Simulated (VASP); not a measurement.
# Al2Co (Fd-3m) in VASP: relaxation of cell and atoms with PBE

Aim: the relaxation of cell and atoms of Al2Co with PBE.

Everything below comes from runs of VASP 6.6.1. Logs are shortened: lines on timing, memory, paths and dates and some standing lists are left out, and cuts for length are marked.

## Step 1: The cell of the first run

Symmetry: Fd-3m, No. 227, cubic system. The conventional cell has a = 6.865 Å, b = 6.865 Å, c = 6.865 Å, α = 90.00°, β = 90.00°, γ = 90.00°. Al (site symmetry -3m) has 6 Al at 2.43 Å and 6 Co at 2.85 Å within 3.2 Å. Co (site symmetry -43m) has 12 Al at 2.85 Å and 4 Co at 2.97 Å within 3.8 Å.

## Step 2: Relaxation of cell and atoms, PBE

INCAR reads:

```
SYSTEM = Al2Co
PREC = Accurate
ENCUT = 690
EDIFF = 1E-7
ISMEAR = 0
SIGMA = 0.1
LREAL = .False.
LASPH = .True.
NELM = 120
ALGO = Normal
ISIF = 3
LWAVE = .False.
LCHARG = .False.
GGA = PE
IBRION = 2
NSW = 90
EDIFFG = -0.04
GGA_COMPAT = .False.
NELMIN = 4
```

KPOINTS reads:

```
Automatic mesh
0
Gamma
  4 4 4
  0 0 0
```

POSCAR reads:

```
Al2Co
1.0
    0.0000000000      3.4327171253      3.4327171253
    3.4327171253      0.0000000000      3.4327171253
    3.4327171253      3.4327171253      0.0000000000
Al Co
4 2
Direct
    0.6250000000      0.6250000000      0.6250000000
    0.1250000000      0.6250000000      0.6250000000
    0.6250000000      0.6250000000      0.1250000000
    0.6250000000      0.1250000000      0.6250000000
    0.0000000000      0.0000000000      0.0000000000
    0.2500000000      0.2500000000      0.2500000000
```

Potentials or basis: VASP PAW PBE potentials, release 64 (Al, Co_sv).

Launch:

```bash
$ cat potpaw_PBE.64/Al/POTCAR potpaw_PBE.64/Co_sv/POTCAR > POTCAR
$ mpirun -np 1 vasp_std > vasp.out
```

OUTCAR:

```text
SYSTEM = Al2Co
   PREC = Accurate
   ENCUT = 690
   EDIFF = 1E-7
   ISMEAR = 0
   LREAL = .False.
   LASPH = .True.
   NELM = 120
   ISIF = 3
   GGA = PE
   IBRION = 2
   NSW = 90
   EDIFFG = -0.04
   NELMIN = 4

 ion  position               nearest neighbor table
   1  0.625  0.625  0.625-   2 2.43   3 2.43   4 2.43   3 2.43   4 2.43   2 2.43   6 2.85   5 2.85
                             6 2.85   5 2.85   6 2.85   5 2.85
   2  0.125  0.625  0.625-   1 2.43   3 2.43   4 2.43   1 2.43   3 2.43   4 2.43   6 2.85   5 2.85
                             5 2.85   6 2.85   5 2.85   6 2.85
   3  0.625  0.625  0.125-   1 2.43   1 2.43   2 2.43   4 2.43   4 2.43   2 2.43   6 2.85   5 2.85
                             6 2.85   5 2.85   6 2.85   5 2.85
   4  0.625  0.125  0.625-   1 2.43   3 2.43   1 2.43   2 2.43   3 2.43   2 2.43   6 2.85   5 2.85
                             6 2.85   5 2.85   6 2.85   5 2.85
   5  0.000  0.000  0.000-   1 2.85   1 2.85   1 2.85   2 2.85   3 2.85   4 2.85   4 2.85   2 2.85
                             4 2.85   3 2.85   2 2.85   3 2.85
   6  0.250  0.250  0.250-   2 2.85   3 2.85   4 2.85   1 2.85   1 2.85   1 2.85   2 2.85   2 2.85
                             3 2.85   4 2.85   3 2.85   4 2.85

  LATTYP: Found a face centered cubic cell.
 ALAT       =     6.8654342506

  Lattice vectors:

 A1 = (   0.0000000000,   3.4327171253,   3.4327171253)
 A2 = (   3.4327171253,   0.0000000000,   3.4327171253)
 A3 = (   3.4327171253,   3.4327171253,   0.0000000000)

Analysis of symmetry for initial positions (statically):
=====================================================================
 Subroutine PRICEL returns:
 Original cell was already a primitive cell.

 Routine SETGRP: Setting up the symmetry group for a
 face centered cubic supercell.

 Subroutine GETGRP returns: Found 48 space group operations
 (whereof 24 operations were pure point group operations)
 out of a pool of 48 trial point group operations.

The static configuration has the point symmetry T_d .
 The point group associated with its full space group is O_h .

Analysis of symmetry for dynamics (positions and initial velocities):
=====================================================================
 Subroutine PRICEL returns:
 Original cell was already a primitive cell.

 Routine SETGRP: Setting up the symmetry group for a
 face centered cubic supercell.

 Subroutine GETGRP returns: Found 48 space group operations
 (whereof 24 operations were pure point group operations)
 out of a pool of 48 trial point group operations.

The dynamic configuration has the point symmetry T_d .
 The point group associated with its full space group is O_h .

 Subroutine INISYM returns: Found 48 space group operations
 (whereof 24 operations are pure point group operations),
 and found     1 'primitive' translations

----------------------------------------------------------------------------------------

                                     Primitive cell

  volume of cell :      80.8992

  direct lattice vectors                    reciprocal lattice vectors
     0.000000000  3.432717125  3.432717125    -0.145657210  0.145657210  0.145657210
     3.432717125  0.000000000  3.432717125     0.145657210 -0.145657210  0.145657210
     3.432717125  3.432717125  0.000000000     0.145657210  0.145657210 -0.145657210

  length of vectors
     4.854595114  4.854595114  4.854595114     0.252285689  0.252285689  0.252285689

  position of ions in fractional coordinates (direct lattice)
     0.625000000  0.625000000  0.625000000
     0.125000000  0.625000000  0.625000000
     0.625000000  0.625000000  0.125000000
     0.625000000  0.125000000  0.625000000
     0.000000000  0.000000000  0.000000000
     0.250000000  0.250000000  0.250000000

  ion indices of the primitive-cell ions
   primitive index   ion index
                 1           1
                 2           2
                 3           3
                 4           4
                 5           5
                 6           6

----------------------------------------------------------------------------------------

 KPOINTS: Automatic mesh

Automatic generation of k-mesh.
 Grid dimensions read from file:
 generate k-points for:    4    4    4

 Generating k-lattice:

  Cartesian coordinates                     Fractional coordinates (reciprocal lattice)
    -0.036414303  0.036414303  0.036414303     0.250000000  0.000000000  0.000000000
     0.036414303 -0.036414303  0.036414303     0.000000000  0.250000000  0.000000000
     0.036414303  0.036414303 -0.036414303     0.000000000  0.000000000  0.250000000

  Length of vectors
     0.063071422  0.063071422  0.063071422

  Shift w.r.t. Gamma in fractional coordinates (k-lattice)
     0.000000000  0.000000000  0.000000000

 Subroutine IBZKPT returns following result:
 ===========================================

 Found      8 irreducible k-points:

 Following reciprocal coordinates:
            Coordinates               Weight
  0.000000  0.000000  0.000000      1.000000
  0.250000  0.000000  0.000000      8.000000
  0.500000  0.000000  0.000000      4.000000
  0.250000  0.250000  0.000000      6.000000
  0.500000  0.250000  0.000000     24.000000
 -0.250000  0.250000  0.000000     12.000000
  0.500000  0.500000  0.000000      3.000000
 -0.250000  0.500000  0.250000      6.000000
   k-points           NKPTS =      8   k-points in BZ     NKDIM =      8   number of bands    NBANDS=     27
   number of dos      NEDOS =    301   number of ions     NIONS =      6
   total plane-waves  NPLWV =  74088
   dimension x,y,z NGX =    42 NGY =   42 NGZ =   42
   dimension x,y,z NGXF=    84 NGYF=   84 NGZF=   84
   ions per type =               4   2
   NGX,Y,Z   is equivalent  to a cutoff of  14.38, 14.38, 14.38 a.u.
   NGXF,Y,Z  is equivalent  to a cutoff of  28.77, 28.77, 28.77 a.u.
 SYSTEM =  Al2Co
   PREC   = accura    normal or accurate (medium, high low for compatibility)
   ISTART =      0    job   : 0-new  1-cont  2-samecut
   ICHARG =      2    charge: 1-file 2-atom 10-const
   ISPIN  =      1    spin polarized calculation?
   LNONCOLLINEAR =      F non collinear calculations
   LSORBIT =      F    spin-orbit coupling
   LASPH  =      T    aspherical Exc in radial PAW
   ENCUT  =  690.0 eV  50.71 Ry    7.12 a.u.  10.40 10.40 10.40*2*pi/ulx,y,z
   NELM   =    120;   NELMIN=  4; NELMDL= -5     # of ELM steps
   EDIFF  = 0.1E-06   stopping-criterion for ELM
   LREAL  =      F    real-space projection
   EDIFFG = -.4E-01   stopping-criterion for IOM
   NSW    =     90    number of steps for IOM
   IBRION =      2    ionic relax: 0-MD 1-quasi-New 2-CG
   NFREE  =      1    steps in history (QN), initial steepest desc. (CG)
   ISIF   =      3    stress and relaxation
   ISYM   =      2    0-nonsym 1-usesym 2-fastsym
   POTIM  = 0.5000    time-step for ionic-motion
   TEBEG  =    0.0;   TEEND  =   0.0 temperature during run
   PSTRESS=    0.0 pullay stress
   NELECT =      46.0000    total number of electrons
   NUPDOWN=      -1.0000    fix difference up-down
   EMIN   =  10.00;   EMAX   =-10.00  energy-range for DOS
   EFERMI =   0.00;   METHOD = LEGACY
   ISMEAR =     0;   SIGMA  =   0.10  broadening in eV -4-tet -1-fermi 0-gaus
   EFERMI_NEDOS =   21; number of points for ismear=-14 and -15
   IALGO  =     38    algorithm
   IMIX   =      4    mixing-type and parameters
     AMIX     =   0.40;   BMIX     =  1.00
     AMIX_MAG =   1.60;   BMIX_MAG =  1.00
  volume/ion in A,a.u.               =      13.48        90.99
  Fermi-wavevector in a.u.,A,eV,Ry     =   1.356270  2.562978 25.027479  1.839468
  Thomas-Fermi vector in A             =   2.483287
   LORBIT       =      0    0 simple, 1 ext, 2 COOP (PROOUT), +10 PAW based schemes
   GGA     = PE    functional components
   LHFCALC =     F    Hartree Fock is set to
   AEXX    =    0.0000 exact exchange contribution
   IVDW    =     0    specifies the selected vdW correction
   LEPSILON=     F    determine dielectric tensor
   LRPA    =     F    only Hartree local field effects (RPA)
 conjugate gradient relaxation of ions
 non-spin polarized calculation
 Gauss-broadening in eV      SIGMA  =   0.10
  energy-cutoff  :      690.00
  volume of cell :       80.90
 maximum number of plane-waves:      3383
 NGX is ok and might be reduce to    42
   NGX = 21   NGY = 21   NGZ = 21

--------------------------------------- Ionic step        1  -------------------------------------------

 number of electron      46.0000015 magnetization

 Free energy of the ion-electron system (eV)
  ---------------------------------------------------
  ext. energy  EPLUGINS =         0.00000000
  ---------------------------------------------------
  free energy    TOTEN  =       -27.46916018 eV

  energy without entropy =      -27.44742122  energy(sigma->0) =      -27.45829070

------------------------ aborting loop because EDIFF is reached ----------------------------------------

  FORCE on cell =-STRESS in cart. coord.  units (eV):
  Direction    XX          YY          ZZ          XY          YZ          ZX
  --------------------------------------------------------------------------------------
  -------------------------------------------------------------------------------------
  Total        2.0646433      2.0646433      2.0646433      0.0000000      0.0000000      0.0000000
  in kB       40.8894778     40.8894778     40.8894778      0.0000000      0.0000000      0.0000000
  external PRESSURE =      40.8894778 kB  Pullay stress =       0.0000000 kB
[... 65 lines left out ...]
  energy  without entropy=      -27.4702310372  energy(sigma->0) =      -27.48140550

--------------------------------------- Ionic step        3  -------------------------------------------

 number of electron      45.9999976 magnetization

 Free energy of the ion-electron system (eV)
  ---------------------------------------------------
  ext. energy  EPLUGINS =         0.00000000
  ---------------------------------------------------
  free energy    TOTEN  =       -27.50175761 eV

  energy without entropy =      -27.47965271  energy(sigma->0) =      -27.49070516

 E-fermi :   9.3155     XC(G=0): -11.3124

 val. band max:        9.2341600537   @ k =  -0.2500   0.5000   0.2500
 cond. band min:       9.3768315207   @ k =   0.2500   0.0000   0.0000
 fundamental gap:      0.1426714669
 Fermi energy:         9.3154597816

 k-point     1 :       0.0000    0.0000    0.0000
  band No.  band energies     occupation
      1     -85.0674      2.00000
      2     -85.0649      2.00000
      3     -48.3697      2.00000
      4     -48.3697      2.00000
      5     -48.3697      2.00000
      6     -48.3585      2.00000
[... 262 lines left out ...]
  FREE ENERGIE OF THE ION-ELECTRON SYSTEM (eV)
  ---------------------------------------------------
  free  energy   TOTEN  =       -27.5017576050 eV

  energy  without entropy=      -27.4796527093  energy(sigma->0) =      -27.49070516

 reached required accuracy - stopping structural energy minimisation
```

Wall time 62 s (1 thread of AMD EPYC 9R45 (Zen 5), shared host); peak memory 0.24 GiB.

Results:

```yaml
Free_energy: -27.5018 eV
Relaxed_volume: 13.92 Å³/atom
Relaxed_cell: a = 4.907 Å, b = 4.907 Å, c = 4.907 Å, α = 60.00°, β = 60.00°, γ = 60.00°
Space_group_after_relaxing_to_0.1_Å: Fd-3m (No. 227)
Energy_gained_by_relaxing: 5.4 meV/atom
Ionic_steps: 3
Pressure_after_relaxing: 0.0 GPa
Band_gap_on_the_k_mesh: zero (bands 23 and 24 overlap by 0.79 eV)
```

The path:
| step | energy change (eV) | largest force (eV/Å) | pressure (GPa) | volume (Å³) |
| --- | --- | --- | --- | --- |
| 1 | 0.0000 | 0.0000 | 4.09 | 80.90 |
| 2 | -0.0234 | 0.0000 | -1.99 | 85.00 |
| 3 | -0.0326 | 0.0000 | 0.03 | 83.53 |

Final structure:
```yaml
crystal:
  lattice:
    - [0.00000, 3.46957, 3.46957]
    - [3.46957, 0.00000, 3.46957]
    - [3.46957, 3.46957, 0.00000]
  atoms:
    - { symbol: Al, position: [0.62500, 0.62500, 0.62500] }
    - { symbol: Al, position: [0.12500, 0.62500, 0.62500] }
    - { symbol: Al, position: [0.62500, 0.62500, 0.12500] }
    - { symbol: Al, position: [0.62500, 0.12500, 0.62500] }
    - { symbol: Co, position: [0.00000, 0.00000, 0.00000] }
    - { symbol: Co, position: [0.25000, 0.25000, 0.25000] }
```

Caveat: the k points lie up to 0.39 Å⁻¹ apart in the final cell, too coarse for converged energies and pressures of a metal; the run has no spin polarisation, though such a crystal can be magnetic. Spin polarisation is off, so any magnetic state and its effect on volume and gap are missing.

The gap in the log of VASP goes by the Fermi energy; the results here count the filled bands.